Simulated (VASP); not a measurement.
A run of VASP 6.6.1:

INCAR

```
PREC = Accurate
ENCUT = 520
EDIFF = 1E-8
ISMEAR = -1
SIGMA = 0.03
LREAL = False
LASPH = True
NELM = 80
ALGO = Normal
ISIF = 2
LWAVE = False
LCHARG = False
GGA = PE
LEFG = True
NBANDS = 11
```

Contents of KPOINTS:

```
regular mesh
0
Gamma
  10 10 10
```

File POSCAR:

```
Ba
1.0
   -2.5125945382      2.5125945382      2.4750000000
    2.5125945382     -2.5125945382      2.4750000000
    2.5125945382      2.5125945382     -2.4750000000
Ba
1
Direct
    0.0000000000      0.0000000000      0.0000000000
```

Potentials or basis: VASP PAW PBE potentials, release 64 (Ba_sv).

Command:

```console
$ cat potpaw_PBE.64/Ba_sv/POTCAR > POTCAR
$ mpirun -np 1 vasp_std > vasp.out
```

Hardware: 1 thread of Intel Xeon 8259CL (shared host).

**Question.** How long does it take, and how much memory?

**Answer.** Wall time 77 s on 1 thread of Intel Xeon 8259CL, on a shared host, peak memory 0.22 GiB. Counts: scf iterations 15, k points 102.
